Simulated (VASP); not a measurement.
Here is a VASP 6.6.1 calculation.

Contents of INCAR:

```
PREC = Accurate ; ENCUT = 520
EDIFF = 1E-8 ; ISMEAR = -1
SIGMA = 0.01 ; LREAL = F
LASPH = T ; NELM = 100
ALGO = Normal ; ISIF = 2
LWAVE = F ; LCHARG = F
LEFG = T ; NBANDS = 17
```

The input KPOINTS:

```
regular mesh
0
Gamma
  8 8 8
```

POSCAR

```
PbS
1.0
    0.0000000000      2.9353500000      2.9650000000
    2.9353500000      0.0000000000      2.9650000000
    2.9353500000      2.9353500000      0.0000000000
Pb S
1 1
Direct
    0.0000000000      0.0000000000      0.0000000000
    0.5000000000      0.5000000000      0.5000000000
```

Potentials or basis: VASP PAW LDA potentials, release 64 (Pb_d, S).

Command:

```sh
$ cat potpaw_LDA.64/Pb_d/POTCAR potpaw_LDA.64/S/POTCAR > POTCAR
$ mpirun -np 1 vasp_std > vasp.out
```

(1) What does it give for the pressure?

(2) Estimate the band gap on the k mesh.

## Answers

(1) -1.3 GPa.

(2) 0.13 eV, direct.

Caveat: the cell differs from its parent crystal (equal xx and yy strain of -1 %); without QUAD_EFG the Cq values of the log hold for a quadrupole moment of 1 mb, not for the nuclei; spin-orbit coupling is left out, which moves the levels of the heavy elements.
